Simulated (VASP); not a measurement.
Set up this calculation in VASP 6.6.1, as the native input.

* Task: single point
* Functional: PBE
* Potentials or basis: VASP PAW PBE potentials, release 64 (Sn_d, Ge_d, Te)
* Cutoff: 520 eV
* k mesh: 6 × 6 × 6
* Occupations: gaussian, width 0.01 eV
* Spin: no spin polarisation
* Dipole correction: no
* Further INCAR settings: ALGO = Normal; EDIFF = 1e-06; NBANDS = 50

The structure of Sn3GeTe4 lies in POSCAR:

```
Sn3GeTe4
1.0
    4.3547059838      2.5141906561      3.5929933780
   -4.3547059838      2.5141906561      3.5929933780
    0.0000000000     -5.0283813600      3.5929933445
Sn Ge Te
3 1 4
Direct
    0.5108081305      0.0074571367      0.0074571367
    0.0074571367      0.5108081305      0.0074571367
    0.0074571367      0.0074571367      0.5108081305
    0.4893088168      0.4893088168      0.4893088168
    0.0247538059      0.5139778075      0.5139778075
    0.5139778075      0.0247538059      0.5139778075
    0.5139778075      0.5139778075      0.0247538059
    0.0162593583      0.0162593583      0.0162593583
```

This cell differs from its parent crystal: volume scaled by 0.91, then relaxed in part.

The input as run:

INCAR

```
SYSTEM = Sn3GeTe4
PREC = Accurate
ENCUT = 520
EDIFF = 1E-6
ISMEAR = 0
SIGMA = 0.01
LREAL = .False.
LASPH = .True.
NELM = 100
ALGO = Normal
ISIF = 2
LWAVE = .False.
LCHARG = .False.
GGA = PE
NBANDS = 50
```

KPOINTS

```
Automatic mesh
0
Gamma
  6 6 6
  0 0 0
```

Potentials or basis: VASP PAW PBE potentials, release 64 (Sn_d, Ge_d, Te).

Run with:

```sh
$ cat potpaw_PBE.64/Sn_d/POTCAR potpaw_PBE.64/Ge_d/POTCAR potpaw_PBE.64/Te/POTCAR > POTCAR
$ mpirun -np 1 vasp_std > vasp.out
```

It gave:

```yaml
Pressure: 3.9 GPa
Largest_force: 0.011 eV/Å
Band_gap_on_the_k_mesh: 0.06 eV, direct
```

Caveat: spin-orbit coupling is left out, which moves the levels of the heavy elements.

Wall time 7 min on 1 thread of Oxide Virtual Turin-like Processor (shared host), peak memory 0.48 GiB.
